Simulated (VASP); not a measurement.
Input of a VASP 6.6.1 run:

File INCAR:

```
  ALGO = Normal
  EDIFF = 1E-7
  ENCUT = 520
  ISIF = 2
  ISMEAR = 0
  LASPH = True
  LCHARG = False
  LREAL = False
  LWAVE = False
  NBANDS = 16
  NELM = 80
  PREC = Accurate
  SIGMA = 0.05
```

The input KPOINTS:

```
k-points
0
Gamma
  8 8 8
```

File POSCAR:

```
CdTe
1.0
    0.0000000000      3.2013465333      3.3326530640
    3.3326530640      0.0000000000      3.3326530640
    3.3326530640      3.2013465333      0.0000000000
Cd Te
1 1
Direct
    0.0000000000      0.0000000000      0.0000000000
    0.7500000000      0.7500000000      0.7500000000
```

Potentials or basis: VASP PAW LDA potentials, release 64 (Cd, Te).

The run is started by

```sh
$ cat potpaw_LDA.64/Cd/POTCAR potpaw_LDA.64/Te/POTCAR > POTCAR
$ mpirun -np 1 vasp_std > vasp.out
```

Q: Estimate the pressure.

A: -2.8 GPa.

Q: Estimate the band gap on the k mesh.

A: 0.34 eV, direct.

Stress tensor (GPa, compression positive):
```
-3.07  0.00  0.00
 0.00 -2.29  0.00
 0.00  0.00 -3.07
```

Caveat: spin-orbit coupling is left out, which moves the levels of the heavy elements.
